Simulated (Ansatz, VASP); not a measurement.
## One calculation of EuSb, two programs

File INCAR:

```
SYSTEM = EuSb
ALGO = Normal ; EDIFF = 1E-6
ENCUT = 520 ; GGA = PE
ISIF = 2 ; ISMEAR = 0
ISPIN = 2 ; LASPH = .True.
LCHARG = .False. ; LDAU = .True.
LDAUJ = 0 0 ; LDAUL = 3 -1
LDAUPRINT = 1 ; LDAUTYPE = 2
LDAUU = 6 0 ; LMAXMIX = 6
LORBIT = 11 ; LREAL = .False.
LWAVE = .False. ; MAGMOM = 6 6 -6 -6 0 0 0 0
NBANDS = 58 ; NELM = 150
PREC = Accurate ; SIGMA = 0.05
```

Contents of KPOINTS:

```
k-points
0
Gamma
  3 3 1
  0 0 0
```

Contents of POSCAR:

```
EuSb
1.0
    5.6974709255      0.0000000000      0.0000000000
   -2.8487354628      4.9341545588      0.0000000000
    0.0000000000      0.0000000000     12.9091729910
Eu Sb
4 4
Direct
    0.6666666667      0.3333333333      0.0313000000
    0.3333333333      0.6666666667      0.2813000000
    0.6666666667      0.3333333333      0.5313000000
    0.3333333333      0.6666666667      0.7813000000
    0.6666666667      0.3333333333      0.2813000000
    0.3333333333      0.6666666667      0.0313000000
    0.6666666667      0.3333333333      0.7813000000
    0.3333333333      0.6666666667      0.5313000000
```

Input for Ansatz:

```yaml
crystal:
  lattice:
    - [5.6974709255, 0.0, 0.0]
    - [-2.8487354628, 4.9341545588, 0.0]
    - [0.0, 0.0, 12.909172991]
  atoms:
    - { symbol: Eu, position: [0.6666666667, 0.3333333333, 0.0313], spin: 6.0 }
    - { symbol: Eu, position: [0.3333333333, 0.6666666667, 0.2813], spin: 6.0 }
    - { symbol: Sb, position: [0.6666666667, 0.3333333333, 0.2813] }
    - { symbol: Sb, position: [0.3333333333, 0.6666666667, 0.0313] }
    - { symbol: Eu, position: [0.6666666667, 0.3333333333, 0.5313], spin: -6.0 }
    - { symbol: Eu, position: [0.3333333333, 0.6666666667, 0.7813], spin: -6.0 }
    - { symbol: Sb, position: [0.6666666667, 0.3333333333, 0.7813] }
    - { symbol: Sb, position: [0.3333333333, 0.6666666667, 0.5313] }
basis:
  ecutwfc: 420
  ecutrho_ratio: 4
kpoints:
  mp_grid: { grid: [3, 3, 1] }
hamiltonian:
  xc: pbe
  hubbard: { sites: [{ species: Eu, l: f, u_eff: 6.0 }] }
scf:
  occupations: { method: gaussian, width: 0.05 }
output:
  forces: true
  stress: true
  eigenvalues: true
  populations: true
  hubbard: { sites: [{ species: Eu, l: f }] }
  write_density: true
  write_potential: true
  elf: true
  volumetric_format: npy
magnetization:
  spin_polarized: true
```

Alike in both runs: task single point; functional PBE; k mesh 3 × 3 × 1; occupations gaussian, width 0.05 eV; collinear spin; Hubbard terms Eu f U = 6.0 eV.

```csv
,VASP,Ansatz
version,VASP 6.6.1,Ansatz 0.2.0
potentials or method,"VASP PAW PBE potentials, release 64 (Eu, Sb), cutoff 520 eV","scalar-relativistic, plane waves, PAW"
valence electrons in the cell,88,128
```

Ansatz gave:

- gap on the k mesh at the Fermi level (eV): none
- pressure (GPa): -0.2
- rms of the force components (eV/Å): 0.011
- net moment per atom (μB): 0.00
- size of the moment on the site where the two differ most (μB): 6.91

Problem. What did VASP give for the same quantities?

Solution. gap on the k mesh at the Fermi level (eV): none; pressure (GPa): -0.2; rms of the force components (eV/Å): 0.008; net moment per atom (μB): 0.00; size of the moment on the site where the two differ most (μB): 6.70.

Site moments also hang on the region over which each program counts them. The programs project onto different local orbitals, so the same U acts differently, and such runs can settle in different states. A gap of «none» marks a metal or a gap that the smearing closes. VASP's potentials hold 88 valence electrons a cell and Ansatz's 128, so a difference there can come from the potentials and not from the codes. Ansatz's warnings: filled band counts differ across k points, given moment on shells, stability check not made.

The k mesh is coarse, so the values compare programs but aren't converged. Spin-orbit coupling is off throughout.
